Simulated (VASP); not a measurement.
# C (Fd-3m) in VASP: notebook

The runs below take C through single point, with PBEsol.

Program: VASP 6.6.1. These are calculated values, not measurements. Logs are shortened: lines on timing, memory, paths and dates and some standing lists are left out, and cuts for length are marked.

### Step 1. The cell of the first run

It takes space group Fd-3m (No. 227, cubic). The conventional cell has a = 3.567 Å, b = 3.567 Å, c = 3.567 Å, α = 90.00°, β = 90.00°, γ = 90.00°. C (site symmetry -43m) has 4 C at 1.54 Å within 2.1 Å.

### Step 2. Single point, PBEsol, collinear spin, zero start

INCAR

```
SYSTEM = C
PREC = Accurate ; ENCUT = 520
EDIFF = 1E-7 ; ISMEAR = 0
SIGMA = 0.05 ; LREAL = .False.
LASPH = .True. ; NELM = 150
ALGO = Normal ; ISIF = 2
LWAVE = .False. ; LCHARG = .False.
ISPIN = 2 ; MAGMOM = 0 0
LORBIT = 11 ; NUPDOWN = 0.0
GGA = PS ; NBANDS = 15
```

KPOINTS

```
regular mesh
0
Gamma
  13 13 13
  0 0 0
```

POSCAR

```
C
1.0
    0.0000000000      1.7833700000      1.7833700000
    1.7833700000      0.0000000000      1.7833700000
    1.7833700000      1.7833700000      0.0000000000
C
2
Direct
    0.7500000000      0.7500000000      0.7500000000
    0.5000000000      0.5000000000      0.5000000000
```

Potentials or basis: VASP PAW PBE potentials, release 64 (C).

Started as:

```console
$ cat potpaw_PBE.64/C/POTCAR > POTCAR
$ mpirun -np 1 vasp_std > vasp.out
```

OUTCAR:

```text
SYSTEM = C
   PREC = Accurate
   ENCUT = 520
   EDIFF = 1E-7
   ISMEAR = 0
   LREAL = .False.
   LASPH = .True.
   NELM = 150
   ISIF = 2
   ISPIN = 2
   LORBIT = 11
   NUPDOWN = 0.0
   GGA = PS

 ion  position               nearest neighbor table
   1  0.750  0.750  0.750-   2 1.54   2 1.54   2 1.54   2 1.54
   2  0.500  0.500  0.500-   1 1.54   1 1.54   1 1.54   1 1.54

  LATTYP: Found a face centered cubic cell.
 ALAT       =     3.5667400000

  Lattice vectors:

 A1 = (   0.0000000000,   1.7833700000,   1.7833700000)
 A2 = (   1.7833700000,   0.0000000000,   1.7833700000)
 A3 = (   1.7833700000,   1.7833700000,   0.0000000000)

Analysis of symmetry for initial positions (statically):
=====================================================================
 Subroutine PRICEL returns:
 Original cell was already a primitive cell.

 Routine SETGRP: Setting up the symmetry group for a
 face centered cubic supercell.

 Subroutine GETGRP returns: Found 48 space group operations
 (whereof 24 operations were pure point group operations)
 out of a pool of 48 trial point group operations.

The static configuration has the point symmetry T_d .
 The point group associated with its full space group is O_h .

Analysis of symmetry for dynamics (positions and initial velocities):
=====================================================================
 Subroutine PRICEL returns:
 Original cell was already a primitive cell.

 Routine SETGRP: Setting up the symmetry group for a
 face centered cubic supercell.

 Subroutine GETGRP returns: Found 48 space group operations
 (whereof 24 operations were pure point group operations)
 out of a pool of 48 trial point group operations.

The dynamic configuration has the point symmetry T_d .
 The point group associated with its full space group is O_h .

Analysis of structural, dynamic, and magnetic symmetry:
=====================================================================
 Subroutine PRICEL returns:
 Original cell was already a primitive cell.

 Routine SETGRP: Setting up the symmetry group for a
 face centered cubic supercell.

 Subroutine GETGRP returns: Found 48 space group operations
 (whereof 24 operations were pure point group operations)
 out of a pool of 48 trial point group operations.

The overall configuration has the point symmetry T_d .
 The point group associated with its full space group is O_h .

 Subroutine INISYM returns: Found 48 space group operations
 (whereof 24 operations are pure point group operations),
 and found     1 'primitive' translations

----------------------------------------------------------------------------------------

                                     Primitive cell

  volume of cell :      11.3437

  direct lattice vectors                    reciprocal lattice vectors
     0.000000000  1.783370000  1.783370000    -0.280368067  0.280368067  0.280368067
     1.783370000  0.000000000  1.783370000     0.280368067 -0.280368067  0.280368067
     1.783370000  1.783370000  0.000000000     0.280368067  0.280368067 -0.280368067

  length of vectors
     2.522066041  2.522066041  2.522066041     0.485611737  0.485611737  0.485611737

  position of ions in fractional coordinates (direct lattice)
     0.750000000  0.750000000  0.750000000
     0.500000000  0.500000000  0.500000000

  ion indices of the primitive-cell ions
   primitive index   ion index
                 1           1
                 2           2

----------------------------------------------------------------------------------------

 KPOINTS: regular mesh

Automatic generation of k-mesh.
 Grid dimensions read from file:
 generate k-points for:   13   13   13

 Generating k-lattice:

  Cartesian coordinates                     Fractional coordinates (reciprocal lattice)
    -0.021566774  0.021566774  0.021566774     0.076923077  0.000000000  0.000000000
     0.021566774 -0.021566774  0.021566774     0.000000000  0.076923077  0.000000000
     0.021566774  0.021566774 -0.021566774     0.000000000  0.000000000  0.076923077

  Length of vectors
     0.037354749  0.037354749  0.037354749

  Shift w.r.t. Gamma in fractional coordinates (k-lattice)
     0.000000000  0.000000000  0.000000000

 Subroutine IBZKPT returns following result:
 ===========================================

 Found     84 irreducible k-points:

 Following reciprocal coordinates:
            Coordinates               Weight
  0.000000  0.000000  0.000000      1.000000
  0.076923  0.000000  0.000000      8.000000
  0.153846  0.000000  0.000000      8.000000
  0.230769  0.000000  0.000000      8.000000
  0.307692  0.000000  0.000000      8.000000
  0.384615  0.000000  0.000000      8.000000
[... 16 lines left out ...]
  0.384615  0.153846  0.000000     24.000000
  0.461538  0.153846  0.000000     24.000000
 [... further k-points ...]
   k-points           NKPTS =     84   k-points in BZ     NKDIM =     84   number of bands    NBANDS=     15
   number of dos      NEDOS =    301   number of ions     NIONS =      2
   total plane-waves  NPLWV =   8000
   dimension x,y,z NGX =    20 NGY =   20 NGZ =   20
   dimension x,y,z NGXF=    40 NGYF=   40 NGZF=   40
   ions per type =               2
   NGX,Y,Z   is equivalent  to a cutoff of  13.18, 13.18, 13.18 a.u.
   NGXF,Y,Z  is equivalent  to a cutoff of  26.37, 26.37, 26.37 a.u.
 SYSTEM =  C
   PREC   = accura    normal or accurate (medium, high low for compatibility)
   ISTART =      0    job   : 0-new  1-cont  2-samecut
   ICHARG =      2    charge: 1-file 2-atom 10-const
   ISPIN  =      2    spin polarized calculation?
   LNONCOLLINEAR =      F non collinear calculations
   LSORBIT =      F    spin-orbit coupling
   LASPH  =      T    aspherical Exc in radial PAW
   ENCUT  =  520.0 eV  38.22 Ry    6.18 a.u.   4.69  4.69  4.69*2*pi/ulx,y,z
   NELM   =    150;   NELMIN=  2; NELMDL= -5     # of ELM steps
   EDIFF  = 0.1E-06   stopping-criterion for ELM
   LREAL  =      F    real-space projection
   EDIFFG = 0.1E-05   stopping-criterion for IOM
   NSW    =      0    number of steps for IOM
   IBRION =     -1    ionic relax: 0-MD 1-quasi-New 2-CG
   NFREE  =      0    steps in history (QN), initial steepest desc. (CG)
   ISIF   =      2    stress and relaxation
   ISYM   =      2    0-nonsym 1-usesym 2-fastsym
   POTIM  = 0.5000    time-step for ionic-motion
   TEBEG  =    0.0;   TEEND  =   0.0 temperature during run
   PSTRESS=    0.0 pullay stress
   NELECT =       8.0000    total number of electrons
   NUPDOWN=       0.0000    fix difference up-down
   EMIN   =  10.00;   EMAX   =-10.00  energy-range for DOS
   EFERMI =   0.00;   METHOD = LEGACY
   ISMEAR =     0;   SIGMA  =   0.05  broadening in eV -4-tet -1-fermi 0-gaus
   EFERMI_NEDOS =   21; number of points for ismear=-14 and -15
   IALGO  =     38    algorithm
   IMIX   =      4    mixing-type and parameters
     AMIX     =   0.40;   BMIX     =  1.00
     AMIX_MAG =   1.60;   BMIX_MAG =  1.00
  volume/ion in A,a.u.               =       5.67        38.28
  Fermi-wavevector in a.u.,A,eV,Ry     =   1.457203  2.753714 28.891161  2.123440
  Thomas-Fermi vector in A             =   2.574032
   LORBIT       =     11    0 simple, 1 ext, 2 COOP (PROOUT), +10 PAW based schemes
   GGA     = PS    functional components
   LHFCALC =     F    Hartree Fock is set to
   AEXX    =    0.0000 exact exchange contribution
   IVDW    =     0    specifies the selected vdW correction
   LEPSILON=     F    determine dielectric tensor
   LRPA    =     F    only Hartree local field effects (RPA)
 spin polarized calculation
 Gauss-broadening in eV      SIGMA  =   0.05
  energy-cutoff  :      520.00
  volume of cell :       11.34
 maximum number of plane-waves:       322
   NGX =  9   NGY =  9   NGZ =  9

 number of electron       7.9999999 magnetization       0.0000000

 number of electron       7.9999999 magnetization      -0.0000000

 Free energy of the ion-electron system (eV)
  ---------------------------------------------------
  ext. energy  EPLUGINS =         0.00000000
  ---------------------------------------------------
  free energy    TOTEN  =       -19.24885438 eV

  energy without entropy =      -19.24885438  energy(sigma->0) =      -19.24885438

 E-fermi :   9.9853     XC(G=0): -13.4329

 val. band max:        9.7095336504   @ k =   0.0000   0.0000   0.0000
 cond. band min:      13.7212693655   @ k =   0.3846   0.3846   0.0000
 fundamental gap:      4.0117357151
 Fermi energy:         9.9853045793

 spin component 1

 k-point     1 :       0.0000    0.0000    0.0000
  band No.  band energies     occupation
      1     -11.8125      1.00000
      2       9.7095      1.00000
      3       9.7095      1.00000
      4       9.7095      1.00000
      5      15.2486      0.00000
      6      15.2486      0.00000
      7      15.2486      0.00000
      8      23.0782      0.00000
      9      28.6667      0.00000
     10      36.1766      0.00000
     11      36.1766      0.00000
     12      36.9561      0.00000
     13      36.9561      0.00000
     14      36.9561      0.00000
     15      44.0356      0.00000
[... 397 lines left out ...]
 k-point    24 :       0.4615    0.1538    0.0000
  band No.  band energies     occupation
      1      -6.7744      1.00000
      2      -1.5804      1.00000
      3       5.2605      1.00000
      4       5.7836      1.00000
      5      16.6855      0.00000
      6      20.2377      0.00000
      7      20.5831      0.00000
      8      23.4946      0.00000
      9      30.0866      0.00000
     10      32.8643      0.00000
     11      36.6132      0.00000
     12      36.9392      0.00000
     13      44.4406      0.00000
     14      50.0900      0.00000
     15      52.7819      0.00000

 [... further k-points ...]

 spin component 2

 k-point     1 :       0.0000    0.0000    0.0000
  band No.  band energies     occupation
      1     -11.8125      1.00000
      2       9.7095      1.00000
      3       9.7095      1.00000
      4       9.7095      1.00000
      5      15.2486      0.00000
      6      15.2486      0.00000
      7      15.2486      0.00000
      8      23.0782      0.00000
      9      28.6667      0.00000
     10      36.1766      0.00000
     11      36.1766      0.00000
     12      36.9561      0.00000
     13      36.9561      0.00000
     14      36.9561      0.00000
     15      44.0355      0.00000
[... 397 lines left out ...]
 k-point    24 :       0.4615    0.1538    0.0000
  band No.  band energies     occupation
      1      -6.7744      1.00000
      2      -1.5804      1.00000
      3       5.2605      1.00000
      4       5.7836      1.00000
      5      16.6855      0.00000
      6      20.2377      0.00000
      7      20.5831      0.00000
      8      23.4946      0.00000
      9      30.0866      0.00000
     10      32.8643      0.00000
     11      36.6133      0.00000
     12      36.9392      0.00000
     13      44.4406      0.00000
     14      50.0900      0.00000
     15      52.7819      0.00000

 [... further k-points ...]
[... 5 lines left out ...]
  --------------------------------------------------------------------------------------
  -------------------------------------------------------------------------------------
  Total       -0.2655766     -0.2655766     -0.2655766     -0.0000000      0.0000000     -0.0000000
  in kB      -37.5099156    -37.5099156    -37.5099156     -0.0000000      0.0000000     -0.0000000
  external PRESSURE =     -37.5099156 kB  Pullay stress =       0.0000000 kB

 VOLUME and BASIS-vectors are now :
 -----------------------------------------------------------------------------
  energy-cutoff  :      520.00
  volume of cell :       11.34
      direct lattice vectors                 reciprocal lattice vectors
     0.000000000  1.783370000  1.783370000    -0.280368067  0.280368067  0.280368067
     1.783370000  0.000000000  1.783370000     0.280368067 -0.280368067  0.280368067
     1.783370000  1.783370000  0.000000000     0.280368067  0.280368067 -0.280368067

 POSITION                                       TOTAL-FORCE (eV/Angst)
 -----------------------------------------------------------------------------------
      2.67505      2.67505      2.67505         0.000000      0.000000      0.000000
      1.78337      1.78337      1.78337        -0.000000     -0.000000     -0.000000
 -----------------------------------------------------------------------------------
    total drift:                                0.000000     -0.000000      0.000000

  FREE ENERGIE OF THE ION-ELECTRON SYSTEM (eV)
  ---------------------------------------------------
  free  energy   TOTEN  =       -19.2488543842 eV

  energy  without entropy=      -19.2488543842  energy(sigma->0) =      -19.24885438

 total charge

# of ion       s       p       d       tot
------------------------------------------
    1        0.824   1.742   0.000   2.566
    2        0.824   1.742   0.000   2.566
--------------------------------------------------
tot          1.648   3.485   0.000   5.132

 magnetization (x)

# of ion       s       p       d       tot
------------------------------------------
    1       -0.000  -0.000   0.000  -0.000
    2       -0.000  -0.000   0.000  -0.000
--------------------------------------------------
tot         -0.000  -0.000   0.000  -0.000
```

Run time: 27 s. Hardware: 1 thread of Intel Xeon 6975P-C, shared host; peak memory 0.13 GiB.

What came out:

```yaml
Free_energy: -19.2489 eV
Pressure: -3.8 GPa
Net_moment: 0.00 μB per cell
Valence_electrons_inside_the_program's_atomic_spheres: C 2.57
```

Caveat: the PAW data sets were made with another functional, which shifts forces and pressure a little; the total moment is fixed, so each spin has its own Fermi level.

### Step 3. Single point, PBEsol, collinear spin, zero start (volume scaled by 1.02)

INCAR

```
PREC = Accurate
ENCUT = 520
EDIFF = 1E-6
ISMEAR = 0
SIGMA = 0.05
LREAL = False
LASPH = True
NELM = 150
ALGO = Normal
ISIF = 2
LWAVE = False
LCHARG = False
ISPIN = 2
MAGMOM = 0 0
LORBIT = 11
NUPDOWN = 0.0
GGA = PS
NBANDS = 15
```

KPOINTS

```
regular mesh
0
Gamma
  13 13 13
```

POSCAR

```
C
1.0
    0.0000000000      1.7951807415      1.7951807415
    1.7951807415      0.0000000000      1.7951807415
    1.7951807415      1.7951807415      0.0000000000
C
2
Direct
    0.7500000000      0.7500000000      0.7500000000
    0.5000000000      0.5000000000      0.5000000000
```

Potentials or basis: VASP PAW PBE potentials, release 64 (C).

Started as:

```console
$ cat potpaw_PBE.64/C/POTCAR > POTCAR
$ mpirun -np 1 vasp_std > vasp.out
```

It took 26 s on 1 thread of Intel Xeon 6975P-C, shared host; peak memory 0.14 GiB.

Results (log left out):

```
Free energy                                           : -19.2379 eV
Pressure                                              : -12.1 GPa
Net moment                                            : 0.00 μB per cell
Valence electrons inside the program's atomic spheres : C 2.54
```

Caveat: the PAW data sets were made with another functional, which shifts forces and pressure a little; the total moment is fixed, so each spin has its own Fermi level.
